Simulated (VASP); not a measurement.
# Bi6Te (P6/mmm) in VASP: a series of runs

The runs below take Bi6Te through single point, with PBE.

All numbers are computed with VASP 6.6.1; they aren't measurements. Logs are shortened: lines on timing, memory, paths and dates and some standing lists are left out, and cuts for length are marked.

**1. The cell of the first run**

Symmetry: P6/mmm, No. 191, hexagonal system. The conventional cell has a = 9.129 Å, b = 9.129 Å, c = 3.339 Å, α = 90.00°, β = 90.00°, γ = 120.00°. Bi (site symmetry mm2) has 6 Bi at 3.33 to 3.36 Å and 1 Te at 3.33 Å within 4.4 Å. Te (site symmetry 6/mmm) has 6 Bi at 3.33 Å and 2 Te at 3.34 Å within 4.4 Å.

The cell was built from a structure type or drawn by symmetry, and may not be a known phase.

**2. Single point, PBE**

Contents of INCAR:

```
SYSTEM = Bi6Te
  PREC = Accurate
  ENCUT = 520
  EDIFF = 1E-7
  ISMEAR = 0
  SIGMA = 0.2
  LREAL = .FALSE.
  LASPH = .TRUE.
  NELM = 100
  ALGO = Normal
  ISIF = 2
  LWAVE = .FALSE.
  LCHARG = .FALSE.
  GGA = PE
  NBANDS = 57
```

Contents of KPOINTS:

```
regular mesh
0
G
  3 3 3
  0 0 0
```

Contents of POSCAR:

```
Bi6Te
1.0
    9.1291040961      0.0000000000      0.0000000000
   -4.5645520481      7.9060360610      0.0000000000
    0.0000000000      0.0000000000      3.3387903202
Bi Te
6 1
Direct
    0.2106943917      0.7893056083      0.0000000000
    0.2106943917      0.4213887834      0.0000000000
    0.5786112166      0.7893056083      0.0000000000
    0.7893056083      0.2106943917      0.0000000000
    0.7893056083      0.5786112166      0.0000000000
    0.4213887834      0.2106943917      0.0000000000
    0.0000000000      0.0000000000      0.0000000000
```

Potentials or basis: VASP PAW PBE potentials, release 64 (Bi_d, Te).

The run is started by

```console
$ cat potpaw_PBE.64/Bi_d/POTCAR potpaw_PBE.64/Te/POTCAR > POTCAR
$ mpirun -np 1 vasp_std > vasp.out
```

OUTCAR:

```text
SYSTEM = Bi6Te
   PREC = Accurate
   ENCUT = 520
   EDIFF = 1E-7
   ISMEAR = 0
   LREAL = .FALSE.
   LASPH = .TRUE.
   NELM = 100
   ISIF = 2
   GGA = PE

 ion  position               nearest neighbor table
   1  0.211  0.789  0.000-   5 3.33   6 3.33   7 3.33   3 3.36   2 3.36
   2  0.211  0.421  0.000-   4 3.33   7 3.33   6 3.33   3 3.36   1 3.36
   3  0.579  0.789  0.000-   7 3.33   4 3.33   5 3.33   2 3.36   1 3.36
   4  0.789  0.211  0.000-   2 3.33   3 3.33   7 3.33   6 3.36   5 3.36
   5  0.789  0.579  0.000-   1 3.33   7 3.33   3 3.33   6 3.36   4 3.36
   6  0.421  0.211  0.000-   7 3.33   1 3.33   2 3.33   5 3.36   4 3.36
   7  0.000  0.000  0.000-   3 3.33   6 3.33   5 3.33   2 3.33   1 3.33   4 3.33

  LATTYP: Found a hexagonal cell.
 ALAT       =     9.1291040961
 C/A-ratio  =     0.3657303373

  Lattice vectors:

 A1 = (   9.1291040961,   0.0000000000,   0.0000000000)
 A2 = (  -4.5645520481,   7.9060360610,   0.0000000000)
 A3 = (   0.0000000000,   0.0000000000,   3.3387903202)

Analysis of symmetry for initial positions (statically):
=====================================================================
 Subroutine PRICEL returns:
 Original cell was already a primitive cell.

 Routine SETGRP: Setting up the symmetry group for a
 hexagonal supercell.

 Subroutine GETGRP returns: Found 24 space group operations
 (whereof 24 operations were pure point group operations)
 out of a pool of 24 trial point group operations.

The static configuration has the point symmetry D_6h.

Analysis of symmetry for dynamics (positions and initial velocities):
=====================================================================
 Subroutine PRICEL returns:
 Original cell was already a primitive cell.

 Routine SETGRP: Setting up the symmetry group for a
 hexagonal supercell.

 Subroutine GETGRP returns: Found 24 space group operations
 (whereof 24 operations were pure point group operations)
 out of a pool of 24 trial point group operations.

The dynamic configuration has the point symmetry D_6h.

 Subroutine INISYM returns: Found 24 space group operations
 (whereof 24 operations are pure point group operations),
 and found     1 'primitive' translations

----------------------------------------------------------------------------------------

                                     Primitive cell

  volume of cell :     240.9773

  direct lattice vectors                    reciprocal lattice vectors
     9.129104096  0.000000000  0.000000000     0.109539774  0.063242818  0.000000000
    -4.564552048  7.906036061  0.000000000     0.000000000  0.126485636  0.000000000
     0.000000000  0.000000000  3.338790320     0.000000000  0.000000000  0.299509674

  length of vectors
     9.129104096  9.129104096  3.338790320     0.126485636  0.126485636  0.299509674

  position of ions in fractional coordinates (direct lattice)
     0.210694392  0.789305608  0.000000000
     0.210694392  0.421388783  0.000000000
     0.578611217  0.789305608  0.000000000
     0.789305608  0.210694392  0.000000000
     0.789305608  0.578611217  0.000000000
     0.421388783  0.210694392  0.000000000
     0.000000000  0.000000000  0.000000000

  ion indices of the primitive-cell ions
   primitive index   ion index
                 1           1
                 2           2
                 3           3
                 4           4
                 5           5
                 6           6
                 7           7

----------------------------------------------------------------------------------------

 KPOINTS: regular mesh

Automatic generation of k-mesh.
 Grid dimensions read from file:
 generate k-points for:    3    3    3

 Generating k-lattice:

  Cartesian coordinates                     Fractional coordinates (reciprocal lattice)
     0.036513258  0.021080939  0.000000000     0.333333333  0.000000000  0.000000000
     0.000000000  0.042161879  0.000000000     0.000000000  0.333333333  0.000000000
     0.000000000  0.000000000  0.099836558     0.000000000  0.000000000  0.333333333

  Length of vectors
     0.042161879  0.042161879  0.099836558

  Shift w.r.t. Gamma in fractional coordinates (k-lattice)
     0.000000000  0.000000000  0.000000000

 Subroutine IBZKPT returns following result:
 ===========================================

 Found      6 irreducible k-points:

 Following reciprocal coordinates:
            Coordinates               Weight
  0.000000  0.000000  0.000000      1.000000
  0.333333  0.000000  0.000000      6.000000
  0.333333  0.333333  0.000000      2.000000
  0.000000  0.000000  0.333333      2.000000
  0.333333  0.000000  0.333333     12.000000
  0.333333  0.333333  0.333333      4.000000
   k-points           NKPTS =      6   k-points in BZ     NKDIM =      6   number of bands    NBANDS=     57
   number of dos      NEDOS =    301   number of ions     NIONS =      7
   total plane-waves  NPLWV = 137200
   dimension x,y,z NGX =    70 NGY =   70 NGZ =   28
   dimension x,y,z NGXF=   140 NGYF=  140 NGZF=   56
   ions per type =               6   1
   NGX,Y,Z   is equivalent  to a cutoff of  12.75, 12.75, 13.94 a.u.
   NGXF,Y,Z  is equivalent  to a cutoff of  25.49, 25.49, 27.88 a.u.
 SYSTEM =  Bi6Te
   PREC   = accura    normal or accurate (medium, high low for compatibility)
   ISTART =      0    job   : 0-new  1-cont  2-samecut
   ICHARG =      2    charge: 1-file 2-atom 10-const
   ISPIN  =      1    spin polarized calculation?
   LNONCOLLINEAR =      F non collinear calculations
   LSORBIT =      F    spin-orbit coupling
   LASPH  =      T    aspherical Exc in radial PAW
   ENCUT  =  520.0 eV  38.22 Ry    6.18 a.u.  16.97 16.97  6.21*2*pi/ulx,y,z
   NELM   =    100;   NELMIN=  2; NELMDL= -5     # of ELM steps
   EDIFF  = 0.1E-06   stopping-criterion for ELM
   LREAL  =      F    real-space projection
   EDIFFG = 0.1E-05   stopping-criterion for IOM
   NSW    =      0    number of steps for IOM
   IBRION =     -1    ionic relax: 0-MD 1-quasi-New 2-CG
   NFREE  =      0    steps in history (QN), initial steepest desc. (CG)
   ISIF   =      2    stress and relaxation
   ISYM   =      2    0-nonsym 1-usesym 2-fastsym
   POTIM  = 0.5000    time-step for ionic-motion
   TEBEG  =    0.0;   TEEND  =   0.0 temperature during run
   PSTRESS=    0.0 pullay stress
   NELECT =      96.0000    total number of electrons
   NUPDOWN=      -1.0000    fix difference up-down
   EMIN   =  10.00;   EMAX   =-10.00  energy-range for DOS
   EFERMI =   0.00;   METHOD = LEGACY
   ISMEAR =     0;   SIGMA  =   0.20  broadening in eV -4-tet -1-fermi 0-gaus
   EFERMI_NEDOS =   21; number of points for ismear=-14 and -15
   IALGO  =     38    algorithm
   IMIX   =      4    mixing-type and parameters
     AMIX     =   0.40;   BMIX     =  1.00
     AMIX_MAG =   1.60;   BMIX_MAG =  1.00
  volume/ion in A,a.u.               =      34.43       232.31
  Fermi-wavevector in a.u.,A,eV,Ry     =   1.204592  2.276348 19.742615  1.451041
  Thomas-Fermi vector in A             =   2.340312
   LORBIT       =      0    0 simple, 1 ext, 2 COOP (PROOUT), +10 PAW based schemes
   GGA     = PE    functional components
   LHFCALC =     F    Hartree Fock is set to
   AEXX    =    0.0000 exact exchange contribution
   IVDW    =     0    specifies the selected vdW correction
   LEPSILON=     F    determine dielectric tensor
   LRPA    =     F    only Hartree local field effects (RPA)
 non-spin polarized calculation
 Gauss-broadening in eV      SIGMA  =   0.20
  energy-cutoff  :      520.00
  volume of cell :      240.98
 maximum number of plane-waves:      6507
 NGX is ok and might be reduce to    70
   NGX = 33   NGY = 33   NGZ = 13

 number of electron      96.0000003 magnetization

 Free energy of the ion-electron system (eV)
  ---------------------------------------------------
  ext. energy  EPLUGINS =         0.00000000
  ---------------------------------------------------
  free energy    TOTEN  =       -26.45372626 eV

  energy without entropy =      -26.35102904  energy(sigma->0) =      -26.40237765

 E-fermi :   6.1509     XC(G=0):  -9.6200

 val. band max:        6.1288879245   @ k =   0.3333   0.0000   0.3333
 cond. band min:       6.2229325554   @ k =   0.3333   0.3333   0.0000
 fundamental gap:      0.0940446309
 Fermi energy:         6.1509076091

 k-point     1 :       0.0000    0.0000    0.0000
  band No.  band energies     occupation
      1     -16.4298      2.00000
      2     -16.4145      2.00000
      3     -16.4145      2.00000
      4     -16.3768      2.00000
      5     -16.3768      2.00000
      6     -16.3666      2.00000
[... 49 lines left out ...]
     56      10.9109      0.00000
     57      11.0003      0.00000

 k-point     2 :       0.3333    0.0000    0.0000
  band No.  band energies     occupation
      1     -16.4381      2.00000
      2     -16.4248      2.00000
      3     -16.4161      2.00000
      4     -16.3808      2.00000
      5     -16.3670      2.00000
      6     -16.3630      2.00000
[... 49 lines left out ...]
     56      11.0113      0.00000
     57      11.6189      0.00000

 k-point     3 :       0.3333    0.3333    0.0000
  band No.  band energies     occupation
      1     -16.4509      2.00000
      2     -16.4052      2.00000
      3     -16.4052      2.00000
      4     -16.3958      2.00000
      5     -16.3958      2.00000
      6     -16.3567      2.00000
[... 49 lines left out ...]
     56      11.4176      0.00000
     57      11.4176      0.00000

 k-point     4 :       0.0000    0.0000    0.3333
  band No.  band energies     occupation
      1     -16.4205      2.00000
      2     -16.4082      2.00000
      3     -16.4082      2.00000
      4     -16.3494      2.00000
      5     -16.3494      2.00000
      6     -16.3392      2.00000
[... 49 lines left out ...]
     56      11.3292      0.00000
     57      11.3295      0.00000

 k-point     5 :       0.3333    0.0000    0.3333
  band No.  band energies     occupation
      1     -16.4300      2.00000
      2     -16.4138      2.00000
      3     -16.4058      2.00000
      4     -16.3625      2.00000
      5     -16.3432      2.00000
      6     -16.3416      2.00000
[... 49 lines left out ...]
     56       9.7033      0.00000
     57      10.6582      0.00000

 k-point     6 :       0.3333    0.3333    0.3333
  band No.  band energies     occupation
      1     -16.4418      2.00000
      2     -16.3965      2.00000
      3     -16.3965      2.00000
      4     -16.3750      2.00000
      5     -16.3750      2.00000
      6     -16.3475      2.00000
[... 49 lines left out ...]
     56       9.7738      0.00000
     57       9.7738      0.00000

------------------------ aborting loop because EDIFF is reached ----------------------------------------

  FORCE on cell =-STRESS in cart. coord.  units (eV):
  Direction    XX          YY          ZZ          XY          YZ          ZX
  --------------------------------------------------------------------------------------
  -------------------------------------------------------------------------------------
  Total       -1.1717934     -1.1717934     -0.0903794      0.0000000     -0.0000000      0.0000000
  in kB       -7.7908626     -7.7908626     -0.6009024      0.0000000     -0.0000000      0.0000000
  external PRESSURE =      -5.3942092 kB  Pullay stress =       0.0000000 kB

 VOLUME and BASIS-vectors are now :
 -----------------------------------------------------------------------------
  energy-cutoff  :      520.00
  volume of cell :      240.98
      direct lattice vectors                 reciprocal lattice vectors
     9.129104096  0.000000000  0.000000000     0.109539774  0.063242818  0.000000000
    -4.564552048  7.906036061  0.000000000     0.000000000  0.126485636  0.000000000
     0.000000000  0.000000000  3.338790320     0.000000000  0.000000000  0.299509674

 POSITION                                       TOTAL-FORCE (eV/Angst)
 -----------------------------------------------------------------------------------
     -1.67938      6.24028      0.00000         0.010147     -0.005858     -0.000000
     -0.00000      3.33151      0.00000        -0.000000      0.011716      0.000000
      1.67938      6.24028      0.00000        -0.010147     -0.005858      0.000000
      6.24393      1.66576      0.00000        -0.010147      0.005858     -0.000000
      4.56455      4.57452      0.00000         0.000000     -0.011716     -0.000000
      2.88518      1.66576      0.00000         0.010147      0.005858      0.000000
      0.00000      0.00000      0.00000         0.000000     -0.000000      0.000000
 -----------------------------------------------------------------------------------
    total drift:                                0.000000     -0.000000     -0.000000

  FREE ENERGIE OF THE ION-ELECTRON SYSTEM (eV)
  ---------------------------------------------------
  free  energy   TOTEN  =       -26.4537262632 eV

  energy  without entropy=      -26.3510290394  energy(sigma->0) =      -26.40237765
```

Wall time 2.8 min (1 thread of Intel Xeon Platinum 8488C (Sapphire Rapids), shared host); peak memory 0.39 GiB.

Results:

- Free energy: -26.4537 eV
- Pressure: -0.5 GPa
- Largest force: 0.012 eV/Å
- Band gap on the k mesh: zero (bands 48 and 49 overlap by 2.18 eV)

Forces on the atoms (eV/Å):
```
Bi   0.010 -0.006  0.000
Bi   0.000  0.012  0.000
Bi  -0.010 -0.006  0.000
Bi  -0.010  0.006  0.000
Bi   0.000 -0.012  0.000
Bi   0.010  0.006  0.000
Te   0.000  0.000  0.000
```

Caveat: the k points lie up to 0.63 Å⁻¹ apart, too coarse for converged energies and pressures of a metal; spin-orbit coupling is left out, which moves the levels of the heavy elements.

**3. Single point, PBE**

This run uses another cell than the first one, of 34.27 Å³/atom.

Contents of INCAR:

```
  PREC = Accurate
  ENCUT = 520
  EDIFF = 1E-7
  ISMEAR = 0
  SIGMA = 0.2
  LREAL = False
  LASPH = True
  NELM = 80
  ALGO = Fast
  ISIF = 2
  LWAVE = False
  LCHARG = False
  GGA = PE
  NBANDS = 57
```

Contents of KPOINTS:

```
Automatic mesh
0
Gamma
  6 3 3
```

Contents of POSCAR:

```
Bi6Te
1.0
    0.0000000000      0.0000000000      3.2540928292
    9.2261639944      0.0000000000      0.0000000000
   -4.6130819972      7.9900923986      0.0000000000
Bi Te
6 1
Direct
    0.0000000000      0.2138767471      0.7861232529
    0.0000000000      0.2138767471      0.4277534942
    0.0000000000      0.5722465058      0.7861232529
    1.0000000000      0.7861232529      0.2138767471
    1.0000000000      0.7861232529      0.5722465058
    0.0000000000      0.4277534942      0.2138767471
    0.0000000000      0.0000000000      0.0000000000
```

Potentials or basis: VASP PAW PBE potentials, release 64 (Bi_d, Te).

The run is started by

```console
$ cat potpaw_PBE.64/Bi_d/POTCAR potpaw_PBE.64/Te/POTCAR > POTCAR
$ mpirun -np 1 vasp_std > vasp.out
```

Run time: 4.9 min. Hardware: 1 thread of Intel Xeon Platinum 8488C (Sapphire Rapids), shared host; peak memory 0.4 GiB.

Results (log left out):

| Item | Value |
| --- | --- |
| Free energy | -26.1880 eV |
| Pressure | 0.0 GPa |
| Largest force | 0.177 eV/Å |
| Band gap on the k mesh | zero (bands 48 and 49 overlap by 2.88 eV) |

Forces in eV/Å, atoms in the order of the input:
```
Bi  -0.153  0.088  0.000
Bi   0.000 -0.177  0.000
Bi   0.153  0.088  0.000
Bi   0.153 -0.088  0.000
Bi   0.000  0.177  0.000
Bi  -0.153 -0.088  0.000
Te   0.000  0.000  0.000
```

Stress tensor (GPa, compression positive):
```
-0.06  0.00  0.00
 0.00 -0.06  0.00
 0.00  0.00  0.06
```

Levels at points of the mesh, in eV from the Fermi level:
| k point | band 45 | band 46 | band 47 | band 48 | band 49 | band 50 | band 51 | band 52 |
| --- | --- | --- | --- | --- | --- | --- | --- | --- |
| (0.00, 0.00, 0.00) | -0.73 | -0.73 | 0.18 | 0.18 | 2.25 | 3.68 | 3.68 | 3.78 |
| (0.50, 0.00, 0.00) | -2.11 | -2.11 | -2.02 | -0.92 | -0.92 | -0.17 | -0.10 | 0.94 |

Caveat: spin-orbit coupling is left out, which moves the levels of the heavy elements.
